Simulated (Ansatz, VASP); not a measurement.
Two plane-wave programs on TiN

```
CELL_PARAMETERS angstrom
0.00000 2.08644 2.08644
2.08644 0.00000 2.08644
2.08644 2.08644 0.00000
ATOMIC_POSITIONS crystal
Ti 0.00000 0.00000 0.00000
N 0.50000 0.50000 0.50000
```

Alike in both runs: functional LDA; k mesh 8 × 8 × 8; occupations gaussian, width 0.1 eV; no spin polarisation.

Ansatz relaxed the structure, and its values are those at the end. VASP's run is a single point on that final structure, the one shown.

```csv
,VASP,Ansatz
version,VASP 6.6.1,Ansatz 0.2.0
potentials or method,"VASP PAW LDA potentials, release 64 (Ti_sv, N_h), cutoff 1330 eV","scalar-relativistic, plane waves, PAW"
valence electrons in the cell,17,17
```

```tsv
	VASP	Ansatz	Ansatz less VASP
gap on the k mesh at the Fermi level (eV)	none	none	-
pressure (GPa)	0.9	0.0	-0.94
```

Ansatz warns that its potentials were made for another functional, while VASP's fit it. LDA's correlation is that of Perdew and Zunger in VASP and of Perdew and Wang (1992) in Ansatz. A gap of «none» marks a metal or a gap that the smearing closes.
